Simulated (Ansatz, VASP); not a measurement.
**NaP2: VASP beside Ansatz**

INCAR

```
PREC = Accurate
ENCUT = 1130
EDIFF = 1E-6
ISMEAR = 0
SIGMA = 0.1
LREAL = F
LASPH = T
NELM = 120
ALGO = Normal
ISIF = 2
LWAVE = F
LCHARG = F
GGA = PE
NBANDS = 16
GGA_COMPAT = F
```

Contents of KPOINTS:

```
Automatic mesh
0
Gamma
  6 6 4
```

The input POSCAR:

```
NaP2
1.0
    4.6533850000     -1.6559130000      0.0000000000
    4.6533850000      1.6559130000      0.0000000000
   -0.5277080000      0.0000000000      4.1165175000
Na P
1 2
Direct
    0.0000000000      0.0000000000      0.5000000000
    0.7056920000      0.7056920000      0.1250110000
    0.2943080000      0.2943080000      0.8749890000
```

Input for Ansatz:

```yaml
crystal:
  lattice:
    - [4.653385, -1.655913, 0.0]
    - [4.653385, 1.655913, 0.0]
    - [-0.527708, 0.0, 4.1165175]
  atoms:
    - { symbol: Na, position: [0.0, 0.0, 0.5] }
    - { symbol: P, position: [0.705692, 0.705692, 0.125011] }
    - { symbol: P, position: [0.294308, 0.294308, 0.874989] }
basis:
  ecutwfc: 420
kpoints:
  mp_grid: { grid: [6, 6, 4] }
hamiltonian:
  xc: pbe
scf:
  occupations: { method: gaussian, width: 0.1 }
  lower_state_search: "off"
output:
  forces: true
  stress: true
  eigenvalues: true
```

Alike in both runs: task single point; functional PBE; k mesh 6 × 6 × 4; occupations gaussian, width 0.1 eV; no spin polarisation.

|  | VASP | Ansatz |
| --- | --- | --- |
| version | VASP 6.6.1 | Ansatz 0.2.0 |
| potentials or method | VASP PAW PBE potentials, release 64 (Na_sv, P), cutoff 1130 eV | scalar-relativistic, plane waves, PAW |
| valence electrons in the cell | 19 | 19 |

|  | VASP | Ansatz | Ansatz less VASP |
| --- | --- | --- | --- |
| gap on the k mesh at the Fermi level (eV) | none | none | - |
| pressure (GPa) | -0.3 | 0.0 | +0.28 |
| traceless stress, the component that is largest in VASP (GPa) | -0.59 | -0.61 | -0.019 |
| rms of the force components (eV/Å) | 0.020 | 0.017 | -0.0033 |

Atom by atom the forces differ by 0.034 eV/Å (rms over components). A gap of «none» marks a metal or a gap that the smearing closes.

The k mesh is coarse, so the values compare programs but aren't converged.
